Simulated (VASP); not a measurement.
Write the native input for VASP 6.6.1 that does the following.

- Task: single point
- Functional: r2SCANh
- Potentials or basis: VASP PAW PBE potentials, release 64 (Hf_pv)
- Cutoff: 520 eV
- k mesh: 5 × 5 × 5
- Occupations: fermi-dirac, width 0.05 eV
- Spin: no spin polarisation
- Dipole correction: no
- Grid for exact exchange (PRECFOCK): Normal
- Further INCAR settings: ALGO = Normal; EDIFF = 1e-06; NBANDS = 11

Hf:

```
Hf
1.0
    -1.84040    1.84040    1.84040
     1.84040   -1.84040    1.84040
     1.84040    1.84040   -1.84040
Hf
1
Direct
  0.00000 0.00000 0.00000
```

These files were run (other wordings do the same):

POSCAR

```
Hf
1.0
   -1.8404011445      1.8404011445      1.8404011445
    1.8404011445     -1.8404011445      1.8404011445
    1.8404011445      1.8404011445     -1.8404011445
Hf
1
Direct
    0.0000000000      0.0000000000      0.0000000000
```

INCAR.step1

```
PREC = Accurate
ENCUT = 520
EDIFF = 1E-5
ISMEAR = -1
SIGMA = 0.05
LREAL = F
LASPH = T
NELM = 60
ALGO = Normal
ISIF = 2
LWAVE = T
NBANDS = 11
GGA = PE
```

INCAR.step2

```
PREC = Accurate
ENCUT = 520
EDIFF = 1E-6
ISMEAR = -1
SIGMA = 0.05
LREAL = F
LASPH = T
NELM = 60
ALGO = Normal
ISIF = 2
LWAVE = F
LCHARG = T
METAGGA = R2SCAN
LHFCALC = T
AEXX = 0.1
LMIXTAU = T
PRECFOCK = Normal
LELF = T
LVHAR = T
NBANDS = 11
ISTART = 1
```

KPOINTS

```
Automatic mesh
0
Gamma
  5 5 5
```

Potentials or basis: VASP PAW PBE potentials, release 64 (Hf_pv).

Command:

```sh
$ cat potpaw_PBE.64/Hf_pv/POTCAR > POTCAR
$ cp INCAR.step1 INCAR
$ mpirun -np 1 vasp_std > vasp.out
$ cp INCAR.step2 INCAR
$ mpirun -np 1 vasp_std > vasp.out
```

It gave:

| Item | Value |
| --- | --- |
| Pressure | -10.1 GPa |
| Band gap on the k mesh | zero (band 5 reaches 5.76 eV, above the bottom of band 6 at 2.87 eV) |

Caveat: the k points lie up to 0.48 Å⁻¹ apart; the PAW data sets were made with another functional, which shifts forces and pressure a little; spin-orbit coupling is left out, which moves the levels of the heavy elements.

Wall time 4.4 min on 1 thread of Intel(R) Xeon(R) Platinum 8259CL CPU @ 2.50GHz (Skylake/Cascade Lake), with other jobs on the host, peak memory 0.16 GiB.
